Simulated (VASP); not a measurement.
A run of VASP 6.6.1 is set up as follows.

INCAR

```
SYSTEM = TaN
PREC = Accurate
ENCUT = 520
EDIFF = 1E-6
ISMEAR = -1
SIGMA = 0.05
LREAL = .False.
LASPH = .True.
NELM = 150
ALGO = Normal
ISIF = 2
LWAVE = .False.
LCHARG = .False.
LMAXMIX = 4
LDAU = .True.
LDAUTYPE = 2
LDAUL = 2 -1
LDAUU = 3 0
LDAUJ = 0 0
LDAUPRINT = 1
GGA = PE
NBANDS = 15
```

The input KPOINTS:

```
Automatic mesh
0
Gamma
  10 10 9
  0 0 0
```

File POSCAR:

```
TaN
1.0
    2.9604505578     -0.0000000029      0.0000000000
   -1.4802252764      2.5638253912      0.0000000000
    0.0000000000      0.0000000000      2.9010077237
Ta N
1 1
Direct
    0.3333333333      0.6666666667      0.5000000000
    0.0000000000      0.0000000000      0.0000000000
```

Potentials or basis: VASP PAW PBE potentials, release 64 (Ta_pv, N).

Run with:

```console
$ cat potpaw_PBE.64/Ta_pv/POTCAR potpaw_PBE.64/N/POTCAR > POTCAR
$ mpirun -np 1 vasp_std > vasp.out
```

What does it give for the pressure?

7.1 GPa.

Predict the band gap on the k mesh.

zero (band 8 reaches 8.76 eV, above the bottom of band 9 at 8.44 eV).

Eigenvalues of the final occupation matrices:
```csv
site,spin,trace,eigenvalues
site 1 d,1,1.17,0.18 0.18 0.26 0.26 0.30
site 1 d,2,1.17,0.18 0.18 0.26 0.26 0.30
```

Caveat: spin-orbit coupling is left out, which moves the levels of the heavy elements; U without spin polarisation on a metal has little footing.
